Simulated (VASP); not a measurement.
# GaP (F-43m) in VASP: further runs

GaP is run at these levels: PBE+D3(BJ); tasks: single point, relaxation of cell and atoms.

All numbers are computed with VASP 6.6.1; they aren't measurements. Logs are shortened: lines on timing, memory, paths and dates and some standing lists are left out, and cuts for length are marked.

## 1. The cell of the first run

The structure is cubic, space group F-43m (No. 216). The conventional cell has a = 5.605 Å, b = 5.605 Å, c = 5.605 Å, α = 90.00°, β = 90.00°, γ = 90.00°. Ga (site symmetry -43m) has 4 P at 2.43 Å within 3.2 Å. Within 3.2 Å of P (site symmetry -43m) lie 4 Ga at 2.43 Å.

## 2. Single point, PBE+D3(BJ) (22.01 Å³/atom)

File INCAR:

```
SYSTEM = GaP
PREC = Accurate
ENCUT = 500
EDIFF = 1E-6
ISMEAR = 0
SIGMA = 0.02
LREAL = .False.
LASPH = .True.
NELM = 120
ALGO = Normal
ISIF = 2
LWAVE = .False.
LCHARG = .False.
GGA = PE
IVDW = 12
NBANDS = 16
GGA_COMPAT = .False.
```

File KPOINTS:

```
regular mesh
0
Gamma
  8 8 8
  0 0 0
```

File POSCAR:

```
GaP
1.0
    0.0000000000      2.8022699247      2.8022699247
    2.8022699247      0.0000000000      2.8022699247
    2.8022699247      2.8022699247      0.0000000000
Ga P
1 1
Direct
    0.0000000000      0.0000000000      0.0000000000
    0.2500000000      0.2500000000      0.2500000000
```

Potentials or basis: VASP PAW PBE potentials, release 64 (Ga_d, P).

Run with:

```console
$ cat potpaw_PBE.64/Ga_d/POTCAR potpaw_PBE.64/P/POTCAR > POTCAR
$ mpirun -np 1 vasp_std > vasp.out
```

OUTCAR:

```text
SYSTEM = GaP
   PREC = Accurate
   ENCUT = 500
   EDIFF = 1E-6
   ISMEAR = 0
   LREAL = .False.
   LASPH = .True.
   NELM = 120
   ISIF = 2
   GGA = PE
   IVDW = 12
 IVDW          = 12

 ion  position               nearest neighbor table
   1  0.000  0.000  0.000-   2 2.43   2 2.43   2 2.43   2 2.43
   2  0.250  0.250  0.250-   1 2.43   1 2.43   1 2.43   1 2.43

  LATTYP: Found a face centered cubic cell.
 ALAT       =     5.6045398494

  Lattice vectors:

 A1 = (   0.0000000000,   2.8022699247,   2.8022699247)
 A2 = (   2.8022699247,   0.0000000000,   2.8022699247)
 A3 = (   2.8022699247,   2.8022699247,   0.0000000000)

Analysis of symmetry for initial positions (statically):
=====================================================================
 Subroutine PRICEL returns:
 Original cell was already a primitive cell.

 Routine SETGRP: Setting up the symmetry group for a
 face centered cubic supercell.

 Subroutine GETGRP returns: Found 24 space group operations
 (whereof 24 operations were pure point group operations)
 out of a pool of 48 trial point group operations.

The static configuration has the point symmetry T_d .

Analysis of symmetry for dynamics (positions and initial velocities):
=====================================================================
 Subroutine PRICEL returns:
 Original cell was already a primitive cell.

 Routine SETGRP: Setting up the symmetry group for a
 face centered cubic supercell.

 Subroutine GETGRP returns: Found 24 space group operations
 (whereof 24 operations were pure point group operations)
 out of a pool of 48 trial point group operations.

The dynamic configuration has the point symmetry T_d .

 Subroutine INISYM returns: Found 24 space group operations
 (whereof 24 operations are pure point group operations),
 and found     1 'primitive' translations

----------------------------------------------------------------------------------------

                                     Primitive cell

  volume of cell :      44.0109

  direct lattice vectors                    reciprocal lattice vectors
     0.000000000  2.802269925  2.802269925    -0.178426780  0.178426780  0.178426780
     2.802269925  0.000000000  2.802269925     0.178426780 -0.178426780  0.178426780
     2.802269925  2.802269925  0.000000000     0.178426780  0.178426780 -0.178426780

  length of vectors
     3.963008133  3.963008133  3.963008133     0.309044249  0.309044249  0.309044249

  position of ions in fractional coordinates (direct lattice)
     0.000000000  0.000000000  0.000000000
     0.250000000  0.250000000  0.250000000

  ion indices of the primitive-cell ions
   primitive index   ion index
                 1           1
                 2           2

----------------------------------------------------------------------------------------

 KPOINTS: regular mesh

Automatic generation of k-mesh.
 Grid dimensions read from file:
 generate k-points for:    8    8    8

 Generating k-lattice:

  Cartesian coordinates                     Fractional coordinates (reciprocal lattice)
    -0.022303348  0.022303348  0.022303348     0.125000000  0.000000000  0.000000000
     0.022303348 -0.022303348  0.022303348     0.000000000  0.125000000  0.000000000
     0.022303348  0.022303348 -0.022303348     0.000000000  0.000000000  0.125000000

  Length of vectors
     0.038630531  0.038630531  0.038630531

  Shift w.r.t. Gamma in fractional coordinates (k-lattice)
     0.000000000  0.000000000  0.000000000

 Subroutine IBZKPT returns following result:
 ===========================================

 Found     29 irreducible k-points:

 Following reciprocal coordinates:
            Coordinates               Weight
  0.000000  0.000000  0.000000      1.000000
  0.125000  0.000000  0.000000      8.000000
  0.250000  0.000000  0.000000      8.000000
  0.375000  0.000000  0.000000      8.000000
  0.500000  0.000000  0.000000      4.000000
  0.125000  0.125000  0.000000      6.000000
[... 16 lines left out ...]
  0.500000  0.250000  0.125000     48.000000
 -0.375000  0.250000  0.125000     24.000000
 [... further k-points ...]
   k-points           NKPTS =     29   k-points in BZ     NKDIM =     29   number of bands    NBANDS=     16
   number of dos      NEDOS =    301   number of ions     NIONS =      2
   total plane-waves  NPLWV =  27000
   dimension x,y,z NGX =    30 NGY =   30 NGZ =   30
   dimension x,y,z NGXF=    60 NGYF=   60 NGZF=   60
   ions per type =               1   1
   NGX,Y,Z   is equivalent  to a cutoff of  12.58, 12.58, 12.58 a.u.
   NGXF,Y,Z  is equivalent  to a cutoff of  25.17, 25.17, 25.17 a.u.
 SYSTEM =  GaP
   PREC   = accura    normal or accurate (medium, high low for compatibility)
   ISTART =      0    job   : 0-new  1-cont  2-samecut
   ICHARG =      2    charge: 1-file 2-atom 10-const
   ISPIN  =      1    spin polarized calculation?
   LNONCOLLINEAR =      F non collinear calculations
   LSORBIT =      F    spin-orbit coupling
   LASPH  =      T    aspherical Exc in radial PAW
   ENCUT  =  500.0 eV  36.75 Ry    6.06 a.u.   7.23  7.23  7.23*2*pi/ulx,y,z
   NELM   =    120;   NELMIN=  2; NELMDL= -5     # of ELM steps
   EDIFF  = 0.1E-05   stopping-criterion for ELM
   LREAL  =      F    real-space projection
   EDIFFG = 0.1E-04   stopping-criterion for IOM
   NSW    =      0    number of steps for IOM
   IBRION =     -1    ionic relax: 0-MD 1-quasi-New 2-CG
   NFREE  =      0    steps in history (QN), initial steepest desc. (CG)
   ISIF   =      2    stress and relaxation
   ISYM   =      2    0-nonsym 1-usesym 2-fastsym
   POTIM  = 0.5000    time-step for ionic-motion
   TEBEG  =    0.0;   TEEND  =   0.0 temperature during run
   PSTRESS=    0.0 pullay stress
   NELECT =      18.0000    total number of electrons
   NUPDOWN=      -1.0000    fix difference up-down
   EMIN   =  10.00;   EMAX   =-10.00  energy-range for DOS
   EFERMI =   0.00;   METHOD = LEGACY
   ISMEAR =     0;   SIGMA  =   0.02  broadening in eV -4-tet -1-fermi 0-gaus
   EFERMI_NEDOS =   21; number of points for ismear=-14 and -15
   IALGO  =     38    algorithm
   IMIX   =      4    mixing-type and parameters
     AMIX     =   0.40;   BMIX     =  1.00
     AMIX_MAG =   1.60;   BMIX_MAG =  1.00
  volume/ion in A,a.u.               =      22.01       148.50
  Fermi-wavevector in a.u.,A,eV,Ry     =   1.215194  2.296384 20.091683  1.476697
  Thomas-Fermi vector in A             =   2.350589
   LORBIT       =      0    0 simple, 1 ext, 2 COOP (PROOUT), +10 PAW based schemes
   GGA     = PE    functional components
   LHFCALC =     F    Hartree Fock is set to
   AEXX    =    0.0000 exact exchange contribution
   IVDW    =    12    specifies the selected vdW correction
   LEPSILON=     F    determine dielectric tensor
   LRPA    =     F    only Hartree local field effects (RPA)
 non-spin polarized calculation
 Gauss-broadening in eV      SIGMA  =   0.02
  energy-cutoff  :      500.00
  volume of cell :       44.01
 maximum number of plane-waves:      1139
 NGX is ok and might be reduce to    30
   NGX = 15   NGY = 15   NGZ = 15

 number of electron      18.0000012 magnetization

 Free energy of the ion-electron system (eV)
  ---------------------------------------------------
  ext. energy  EPLUGINS =         0.00000000
  ---------------------------------------------------
  free energy    TOTEN  =        -9.09858115 eV

  energy without entropy =       -9.09858115  energy(sigma->0) =       -9.09858115

 E-fermi :   3.9533     XC(G=0):  -9.4572

 val. band max:        3.8367443863   @ k =   0.0000   0.0000   0.0000
 cond. band min:       4.9841738719   @ k =   0.0000   0.0000   0.0000
 fundamental gap:      1.1474294856
 Fermi energy:         3.9532712107

 k-point     1 :       0.0000    0.0000    0.0000
  band No.  band energies     occupation
      1     -10.5979      2.00000
      2     -10.5979      2.00000
      3     -10.5979      2.00000
      4     -10.5213      2.00000
      5     -10.5213      2.00000
      6      -8.0578      2.00000
[... 8 lines left out ...]
     15      13.5040      0.00000
     16      13.5040      0.00000

 k-point     2 :       0.1250    0.0000    0.0000
  band No.  band energies     occupation
      1     -10.6070      2.00000
      2     -10.5944      2.00000
      3     -10.5944      2.00000
      4     -10.5213      2.00000
      5     -10.5213      2.00000
      6      -7.8769      2.00000
[... 8 lines left out ...]
     15      12.9268      0.00000
     16      13.1471      0.00000

 k-point     3 :       0.2500    0.0000    0.0000
  band No.  band energies     occupation
      1     -10.6278      2.00000
      2     -10.5868      2.00000
      3     -10.5868      2.00000
      4     -10.5203      2.00000
      5     -10.5203      2.00000
      6      -7.3656      2.00000
[... 8 lines left out ...]
     15      12.7407      0.00000
     16      13.5342      0.00000

 k-point     4 :       0.3750    0.0000    0.0000
  band No.  band energies     occupation
      1     -10.6474      2.00000
      2     -10.5809      2.00000
      3     -10.5809      2.00000
      4     -10.5175      2.00000
      5     -10.5175      2.00000
      6      -6.6652      2.00000
[... 8 lines left out ...]
     15      13.8245      0.00000
     16      13.8245      0.00000
[... 324 lines left out ...]
 k-point    22 :       0.3750    0.2500    0.1250
  band No.  band energies     occupation
      1     -10.6458      2.00000
      2     -10.5777      2.00000
      3     -10.5748      2.00000
      4     -10.5288      2.00000
      5     -10.5145      2.00000
      6      -6.9297      2.00000
[... 8 lines left out ...]
     15      14.6372      0.00000
     16      15.7274      0.00000

 k-point    23 :       0.5000    0.2500    0.1250
  band No.  band energies     occupation
      1     -10.6573      2.00000
      2     -10.5749      2.00000
      3     -10.5679      2.00000
      4     -10.5272      2.00000
      5     -10.5145      2.00000
      6      -6.2737      2.00000
[... 8 lines left out ...]
     15      14.9294      0.00000
     16      16.2831      0.00000

 k-point    24 :      -0.3750    0.2500    0.1250
  band No.  band energies     occupation
      1     -10.6615      2.00000
      2     -10.5744      2.00000
      3     -10.5654      2.00000
      4     -10.5247      2.00000
      5     -10.5157      2.00000
      6      -5.8943      2.00000
[... 8 lines left out ...]
     15      15.5206      0.00000
     16      15.8745      0.00000

 [... further k-points ...]

------------------------ aborting loop because EDIFF is reached ----------------------------------------

 Edisp (eV)   -0.57757

 E8    (eV) :    -0.2444

  FORCE on cell =-STRESS in cart. coord.  units (eV):
  Direction    XX          YY          ZZ          XY          YZ          ZX
  --------------------------------------------------------------------------------------
  -------------------------------------------------------------------------------------
  Total      -1.64792    -1.64792    -1.64792     0.00000     0.00000     0.00000
  in kB     -59.99101   -59.99101   -59.99101     0.00000     0.00000     0.00000
  external pressure =      -59.99 kB  Pullay stress =        0.00 kB

 VOLUME and BASIS-vectors are now :
 -----------------------------------------------------------------------------
  energy-cutoff  :      500.00
  volume of cell :       44.01
      direct lattice vectors                 reciprocal lattice vectors
     0.000000000  2.802269925  2.802269925    -0.178426780  0.178426780  0.178426780
     2.802269925  0.000000000  2.802269925     0.178426780 -0.178426780  0.178426780
     2.802269925  2.802269925  0.000000000     0.178426780  0.178426780 -0.178426780

 POSITION                                       TOTAL-FORCE (eV/Angst)
 -----------------------------------------------------------------------------------
      0.00000      0.00000      0.00000        -0.000000      0.000000     -0.000000
      1.40113      1.40113      1.40113         0.000000     -0.000000      0.000000
 -----------------------------------------------------------------------------------
    total drift:                               -0.000000     -0.000000     -0.000000

  FREE ENERGIE OF THE ION-ELECTRON SYSTEM (eV)
  ---------------------------------------------------
  free  energy   TOTEN  =        -9.6761483772 eV

  energy  without entropy=       -9.6761483772  energy(sigma->0) =       -9.67614838
```

Run time: 27 s. Hardware: 1 thread of Intel Xeon 8259CL, shared host; peak memory 0.18 GiB.

What came out:

| Quantity | Value |
| --- | --- |
| Free energy | -9.6761 eV |
| Pressure | -6.0 GPa |
| Band gap on the k mesh | 1.15 eV |
| Dispersion energy per atom | -0.289 eV |

Caveat: the cell stands under tension.

## 3. Relaxation of cell and atoms, PBE+D3(BJ)

This run uses another cell than the first one, of 20.24 Å³/atom.

File INCAR:

```
ALGO     = Normal         # electronic algorithm
EDIFF    = 1E-7           # SCF threshold, eV
EDIFFG   = -0.002         # ionic threshold
ENCUT    = 500            # plane-wave cutoff, eV
GGA      = PE             # functional
GGA_COMPAT= False        
IBRION   = 2              # ionic algorithm
ISIF     = 3              # what is computed and relaxed
ISMEAR   = 0              # smearing method
IVDW     = 12             # dispersion correction
LASPH    = True           # aspherical terms in the spheres
LCHARG   = False          # write CHGCAR
LREAL    = False          # projectors in reciprocal space
LWAVE    = False          # write WAVECAR
NELM     = 120            # most SCF steps
NELMIN   = 4            
NSW      = 100            # ionic steps
PREC     = Accurate       # precision mode
SIGMA    = 0.02           # smearing width, eV
```

File KPOINTS:

```
k-points
0
Gamma
  8 8 8
```

File POSCAR:

```
GaP
1.0
    0.0000000000      2.7252500000      2.7252500000
    2.7252500000      0.0000000000      2.7252500000
    2.7252500000      2.7252500000      0.0000000000
Ga P
1 1
Direct
    0.0000000000      0.0000000000      0.0000000000
    0.2500000000      0.2500000000      0.2500000000
```

Potentials or basis: VASP PAW PBE potentials, release 64 (Ga_d, P).

Run with:

```console
$ cat potpaw_PBE.64/Ga_d/POTCAR potpaw_PBE.64/P/POTCAR > POTCAR
$ mpirun -np 1 vasp_std > vasp.out
```

Wall time 40 s (1 thread of Intel Xeon 8259CL, shared host); peak memory 0.17 GiB.

The run converged. Its results:

| Item | Value |
| --- | --- |
| Free energy | -9.7491 eV |
| Relaxed volume | 20.18 Å³/atom |
| Relaxed cell | a = 3.850 Å, b = 3.850 Å, c = 3.850 Å, α = 60.00°, β = 60.00°, γ = 60.00° |
| Space group after relaxing (to 0.1 Å) | F-43m (No. 216) |
| Energy gained by relaxing | 0.0 meV/atom |
| Ionic steps | 3 |
| Pressure after relaxing | 0.0 GPa |
| Band gap on the k mesh | 1.64 eV (least direct gap 1.85 eV) |
| Dispersion energy per atom | -0.318 eV |

Final structure:
```
CELL_PARAMETERS angstrom
0.00000 2.72245 2.72245
2.72245 0.00000 2.72245
2.72245 2.72245 0.00000
ATOMIC_POSITIONS crystal
Ga 0.00000 0.00000 0.00000
P 0.25000 0.25000 0.25000
```

Levels at points of the mesh, in eV from the valence-band top:
```csv
k point,band 6,band 7,band 8,band 9,band 10,band 11,band 12,band 13
"(0.00, 0.00, 0.00)",-12.52,0.00,0.00,0.00,1.85,3.89,3.89,3.89
"(0.50, 0.00, 0.00)",-10.44,-6.65,-1.12,-1.12,1.68,4.72,4.72,8.29
"(0.50, 0.50, 0.00)",-9.54,-6.77,-2.69,-2.69,1.65,1.82,10.62,10.62
```

A k mesh can miss the band edges. Expect the measured gap to be larger: semilocal functionals such as PBE lack the derivative discontinuity.
